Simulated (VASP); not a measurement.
Write the native input for VASP 6.6.1 that does the following.

| Quantity | Value |
| --- | --- |
| Task | single point |
| Functional | PBE |
| Potentials or basis | VASP PAW PBE potentials, release 64 (Al, Ga_d, As) |
| Cutoff | 520 eV |
| k mesh | 12 × 12 × 4 |
| Occupations | gaussian, width 0.02 eV |
| Spin | no spin polarisation |
| Dipole correction | no |
| Further INCAR settings | ALGO = Normal; EDIFF = 1e-06; NBANDS = 26 |

The structure of Al2GaAs3 lies in POSCAR:

```
Al2GaAs3
1.0
    4.0539518820     -0.0000000289      0.0000000000
   -2.0269759160      3.5108253300      0.0000000000
    0.0000000000      0.0000000000      9.9348302000
Al Ga As
2 1 3
Direct
    0.0000000000      0.0000000000      0.0003610000
    0.6666666667      0.3333333333      0.3333870000
    0.3333333333      0.6666666667      0.6662490000
    0.0000000000      0.0000000000      0.7508200000
    0.3333333333      0.6666666667      0.4158240000
    0.6666666667      0.3333333333      0.0833590000
```

The input as run:

INCAR

```
PREC = Accurate
ENCUT = 520
EDIFF = 1E-6
ISMEAR = 0
SIGMA = 0.02
LREAL = False
LASPH = True
NELM = 80
ALGO = Normal
ISIF = 2
LWAVE = False
LCHARG = True
GGA = PE
LELF = True
LVHAR = True
NBANDS = 26
```

KPOINTS

```
Automatic mesh
0
Gamma
  12 12 4
```

Potentials or basis: VASP PAW PBE potentials, release 64 (Al, Ga_d, As).

Launch:

```bash
$ cat potpaw_PBE.64/Al/POTCAR potpaw_PBE.64/Ga_d/POTCAR potpaw_PBE.64/As/POTCAR > POTCAR
$ mpirun -np 1 vasp_std > vasp.out
```

Results of the run:

The pressure is 0.2 GPa. The largest force is 0.010 eV/Å and the band gap on the k mesh is 0.95 eV, direct.

Run time: 2.1 min on 1 thread of Intel(R) Xeon(R) 6975P-C (Granite Rapids), with other jobs on the host, peak memory 0.41 GiB.
